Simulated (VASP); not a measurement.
# Fe (Fm-3m) in VASP: notebook

Fe is run at these levels: PBE; tasks: single point, relaxation of cell and atoms.

Everything below comes from runs of VASP 6.6.1. Logs are shortened: lines on timing, memory, paths and dates and some standing lists are left out, and cuts for length are marked.

## (1) The cell of the first run

The structure is cubic, space group Fm-3m (No. 225). The conventional cell has a = 3.782 Å, b = 3.782 Å, c = 3.782 Å, α = 90.00°, β = 90.00°, γ = 90.00°. Fe (site symmetry m-3m) has 12 Fe at 2.67 Å within 3.5 Å.

This isn't the form of Fe at room conditions, which is bcc.

## (2) Single point, PBE, collinear spin, ferromagnetic start (13.52 Å³/atom)

File INCAR:

```
PREC = Accurate
ENCUT = 520
EDIFF = 1E-7
ISMEAR = -1
SIGMA = 0.05
LREAL = False
LASPH = True
NELM = 150
ALGO = Normal
ISIF = 2
LWAVE = False
LCHARG = False
ISPIN = 2
MAGMOM = 2.618
LORBIT = 11
LMAXMIX = 4
GGA = PE
NBANDS = 14
```

File KPOINTS:

```
Automatic mesh
0
Gamma
  17 17 17
```

File POSCAR:

```
Fe
1.0
    0.0000000000      1.8909607065      1.8909607065
    1.8909607065      0.0000000000      1.8909607065
    1.8909607065      1.8909607065      0.0000000000
Fe
1
Direct
    0.0000000000      0.0000000000      0.0000000000
```

Potentials or basis: VASP PAW PBE potentials, release 64 (Fe).

On the command line:

```console
cat potpaw_PBE.64/Fe/POTCAR > POTCAR
mpirun -np 1 vasp_std > vasp.out
```

OUTCAR:

```text
PREC = Accurate
   ENCUT = 520
   EDIFF = 1E-7
   ISMEAR = -1
   LREAL = False
   LASPH = True
   NELM = 150
   ISIF = 2
   ISPIN = 2
   LORBIT = 11
   GGA = PE

 ion  position               nearest neighbor table
   1  0.000  0.000  0.000-

  LATTYP: Found a face centered cubic cell.
 ALAT       =     3.7819214130

  Lattice vectors:

 A1 = (   0.0000000000,   1.8909607065,   1.8909607065)
 A2 = (   1.8909607065,   0.0000000000,   1.8909607065)
 A3 = (   1.8909607065,   1.8909607065,   0.0000000000)

Analysis of symmetry for initial positions (statically):
=====================================================================
 Subroutine PRICEL returns:
 Original cell was already a primitive cell.

 Routine SETGRP: Setting up the symmetry group for a
 face centered cubic supercell.

 Subroutine GETGRP returns: Found 48 space group operations
 (whereof 48 operations were pure point group operations)
 out of a pool of 48 trial point group operations.

The static configuration has the point symmetry O_h .

Analysis of symmetry for dynamics (positions and initial velocities):
=====================================================================
 Subroutine PRICEL returns:
 Original cell was already a primitive cell.

 Routine SETGRP: Setting up the symmetry group for a
 face centered cubic supercell.

 Subroutine GETGRP returns: Found 48 space group operations
 (whereof 48 operations were pure point group operations)
 out of a pool of 48 trial point group operations.

The dynamic configuration has the point symmetry O_h .

Analysis of structural, dynamic, and magnetic symmetry:
=====================================================================
 Subroutine PRICEL returns:
 Original cell was already a primitive cell.

 Routine SETGRP: Setting up the symmetry group for a
 face centered cubic supercell.

 Subroutine GETGRP returns: Found 48 space group operations
 (whereof 48 operations were pure point group operations)
 out of a pool of 48 trial point group operations.

The overall configuration has the point symmetry O_h .

 Subroutine INISYM returns: Found 48 space group operations
 (whereof 48 operations are pure point group operations),
 and found     1 'primitive' translations

----------------------------------------------------------------------------------------

                                     Primitive cell

  volume of cell :      13.5231

  direct lattice vectors                    reciprocal lattice vectors
     0.000000000  1.890960707  1.890960707    -0.264415859  0.264415859  0.264415859
     1.890960707  0.000000000  1.890960707     0.264415859 -0.264415859  0.264415859
     1.890960707  1.890960707  0.000000000     0.264415859  0.264415859 -0.264415859

  length of vectors
     2.674222277  2.674222277  2.674222277     0.457981703  0.457981703  0.457981703

  position of ions in fractional coordinates (direct lattice)
     0.000000000  0.000000000  0.000000000

  ion indices of the primitive-cell ions
   primitive index   ion index
                 1           1

----------------------------------------------------------------------------------------

 KPOINTS: Automatic mesh

Automatic generation of k-mesh.
 Grid dimensions read from file:
 generate k-points for:   17   17   17

 Generating k-lattice:

  Cartesian coordinates                     Fractional coordinates (reciprocal lattice)
    -0.015553874  0.015553874  0.015553874     0.058823529  0.000000000  0.000000000
     0.015553874 -0.015553874  0.015553874     0.000000000  0.058823529  0.000000000
     0.015553874  0.015553874 -0.015553874     0.000000000  0.000000000  0.058823529

  Length of vectors
     0.026940100  0.026940100  0.026940100

  Shift w.r.t. Gamma in fractional coordinates (k-lattice)
     0.000000000  0.000000000  0.000000000

 Subroutine IBZKPT returns following result:
 ===========================================

 Found    165 irreducible k-points:

 Following reciprocal coordinates:
            Coordinates               Weight
  0.000000  0.000000  0.000000      1.000000
  0.058824  0.000000  0.000000      8.000000
  0.117647  0.000000  0.000000      8.000000
  0.176471  0.000000  0.000000      8.000000
  0.235294  0.000000  0.000000      8.000000
  0.294118  0.000000  0.000000      8.000000
[... 16 lines left out ...]
 -0.176471  0.058824  0.000000     24.000000
 -0.117647  0.058824  0.000000     24.000000
 [... further k-points ...]
   k-points           NKPTS =    165   k-points in BZ     NKDIM =    165   number of bands    NBANDS=     14
   number of dos      NEDOS =    301   number of ions     NIONS =      1
   total plane-waves  NPLWV =   8000
   dimension x,y,z NGX =    20 NGY =   20 NGZ =   20
   dimension x,y,z NGXF=    40 NGYF=   40 NGZF=   40
   ions per type =               1
   NGX,Y,Z   is equivalent  to a cutoff of  12.43, 12.43, 12.43 a.u.
   NGXF,Y,Z  is equivalent  to a cutoff of  24.87, 24.87, 24.87 a.u.
 SYSTEM =  unknown system
   PREC   = accura    normal or accurate (medium, high low for compatibility)
   ISTART =      0    job   : 0-new  1-cont  2-samecut
   ICHARG =      2    charge: 1-file 2-atom 10-const
   ISPIN  =      2    spin polarized calculation?
   LNONCOLLINEAR =      F non collinear calculations
   LSORBIT =      F    spin-orbit coupling
   LASPH  =      T    aspherical Exc in radial PAW
   ENCUT  =  520.0 eV  38.22 Ry    6.18 a.u.   4.97  4.97  4.97*2*pi/ulx,y,z
   NELM   =    150;   NELMIN=  2; NELMDL= -5     # of ELM steps
   EDIFF  = 0.1E-06   stopping-criterion for ELM
   LREAL  =      F    real-space projection
   EDIFFG = 0.1E-05   stopping-criterion for IOM
   NSW    =      0    number of steps for IOM
   IBRION =     -1    ionic relax: 0-MD 1-quasi-New 2-CG
   NFREE  =      0    steps in history (QN), initial steepest desc. (CG)
   ISIF   =      2    stress and relaxation
   ISYM   =      2    0-nonsym 1-usesym 2-fastsym
   POTIM  = 0.5000    time-step for ionic-motion
   TEBEG  =    0.0;   TEEND  =   0.0 temperature during run
   PSTRESS=    0.0 pullay stress
   NELECT =       8.0000    total number of electrons
   NUPDOWN=      -1.0000    fix difference up-down
   EMIN   =  10.00;   EMAX   =-10.00  energy-range for DOS
   EFERMI =   0.00;   METHOD = LEGACY
   ISMEAR =    -1;   SIGMA  =   0.05  broadening in eV -4-tet -1-fermi 0-gaus
   EFERMI_NEDOS =   21; number of points for ismear=-14 and -15
   IALGO  =     38    algorithm
   IMIX   =      4    mixing-type and parameters
     AMIX     =   0.40;   BMIX     =  1.00
     AMIX_MAG =   1.60;   BMIX_MAG =  1.00
  volume/ion in A,a.u.               =      13.52        91.26
  Fermi-wavevector in a.u.,A,eV,Ry     =   1.374292  2.597035 25.697028  1.888678
  Thomas-Fermi vector in A             =   2.499732
   LORBIT       =     11    0 simple, 1 ext, 2 COOP (PROOUT), +10 PAW based schemes
   GGA     = PE    functional components
   LHFCALC =     F    Hartree Fock is set to
   AEXX    =    0.0000 exact exchange contribution
   IVDW    =     0    specifies the selected vdW correction
   LEPSILON=     F    determine dielectric tensor
   LRPA    =     F    only Hartree local field effects (RPA)
 spin polarized calculation
  energy-cutoff  :      520.00
  volume of cell :       13.52
 maximum number of plane-waves:       374
   NGX =  9   NGY =  9   NGZ =  9

 number of electron       8.0000002 magnetization       2.6970072

 Free energy of the ion-electron system (eV)
  ---------------------------------------------------
  ext. energy  EPLUGINS =         0.00000000
  ---------------------------------------------------
  free energy    TOTEN  =        -8.01066737 eV

  energy without entropy =       -8.00101215  energy(sigma->0) =       -8.00583976

 E-fermi :   4.5803     XC(G=0): -12.1506

 val. band max:        4.5799325212   @ k =   0.4118   0.1176   0.0588
 cond. band min:       4.5942427492   @ k =   0.3529   0.1765   0.0000
 fundamental gap:      0.0143102281
 Fermi energy:         4.5802641401

 spin component 1

 k-point     1 :       0.0000    0.0000    0.0000
  band No.  band energies     occupation
      1      -3.2840      1.00000
      2       2.0958      1.00000
      3       2.0958      1.00000
      4       2.0958      1.00000
      5       2.8643      1.00000
      6       2.8643      1.00000
      7      25.2774      0.00000
      8      28.4623      0.00000
      9      28.4623      0.00000
     10      28.4623      0.00000
     11      30.9148      0.00000
     12      30.9148      0.00000
     13      30.9148      0.00000
     14      33.8500      0.00000
[... 375 lines left out ...]
 k-point    24 :      -0.1176    0.0588    0.0000
  band No.  band energies     occupation
      1      -2.5510      1.00000
      2       1.9138      1.00000
      3       2.2395      1.00000
      4       2.2428      1.00000
      5       2.7434      1.00000
      6       2.9216      1.00000
      7      22.2126      0.00000
      8      24.4493      0.00000
      9      27.3818      0.00000
     10      28.9660      0.00000
     11      30.9030      0.00000
     12      31.5503      0.00000
     13      34.1392      0.00000
     14      34.8270      0.00000

 [... further k-points ...]

 spin component 2

 k-point     1 :       0.0000    0.0000    0.0000
  band No.  band energies     occupation
      1      -3.0921      1.00000
      2       4.5643      0.57933
      3       4.5643      0.57898
      4       4.5643      0.57897
      5       5.9659      0.00000
      6       5.9660      0.00000
      7      24.8069      0.00000
      8      28.8688      0.00000
      9      28.8688      0.00000
     10      28.8688      0.00000
     11      31.5858      0.00000
     12      31.5858      0.00000
     13      31.5859      0.00000
     14      33.1575      0.00000
[... 375 lines left out ...]
 k-point    24 :      -0.1176    0.0588    0.0000
  band No.  band energies     occupation
      1      -2.3522      1.00000
      2       4.2852      0.99727
      3       4.7429      0.03722
      4       4.7437      0.03665
      5       5.7933      0.00000
      6       5.9942      0.00000
      7      22.6280      0.00000
      8      24.7283      0.00000
      9      27.5536      0.00000
     10      29.4568      0.00000
     11      30.9340      0.00000
     12      32.0674      0.00000
     13      34.9558      0.00000
     14      35.2037      0.00000

 [... further k-points ...]

------------------------ aborting loop because EDIFF is reached ----------------------------------------

  FORCE on cell =-STRESS in cart. coord.  units (eV):
  Direction    XX          YY          ZZ          XY          YZ          ZX
  --------------------------------------------------------------------------------------
  -------------------------------------------------------------------------------------
  Total       -1.2917158     -1.2917158     -1.2917158      0.0000000      0.0000000      0.0000000
  in kB     -153.0382660   -153.0382660   -153.0382660      0.0000000      0.0000000      0.0000000
  external PRESSURE =    -153.0382660 kB  Pullay stress =       0.0000000 kB

 VOLUME and BASIS-vectors are now :
 -----------------------------------------------------------------------------
  energy-cutoff  :      520.00
  volume of cell :       13.52
      direct lattice vectors                 reciprocal lattice vectors
     0.000000000  1.890960707  1.890960707    -0.264415859  0.264415859  0.264415859
     1.890960707  0.000000000  1.890960707     0.264415859 -0.264415859  0.264415859
     1.890960707  1.890960707  0.000000000     0.264415859  0.264415859 -0.264415859

 POSITION                                       TOTAL-FORCE (eV/Angst)
 -----------------------------------------------------------------------------------
      0.00000      0.00000      0.00000         0.000000      0.000000      0.000000
 -----------------------------------------------------------------------------------
    total drift:                                0.000000     -0.000000      0.000000

  FREE ENERGIE OF THE ION-ELECTRON SYSTEM (eV)
  ---------------------------------------------------
  free  energy   TOTEN  =        -8.0106673714 eV

  energy  without entropy=       -8.0010121465  energy(sigma->0) =       -8.00583976

 total charge

# of ion       s       p       d       tot
------------------------------------------
    1        0.430   0.416   6.111   6.958

 magnetization (x)

# of ion       s       p       d       tot
------------------------------------------
    1       -0.015  -0.052   2.786   2.719
```

Wall time 66 s (1 thread of Intel Xeon Platinum 8488C (Sapphire Rapids), shared host); peak memory 0.16 GiB.

What came out:

| Property | Result |
| --- | --- |
| Free energy | -8.0107 eV |
| Pressure | -15.3 GPa |
| Net moment | 2.70 μB per cell |
| Site moments | Fe +2.72 μB |
| Valence electrons inside the program's atomic spheres | Fe 6.96 |

Caveat: the cell stands under tension.

(Continued in part 2 of 2.)
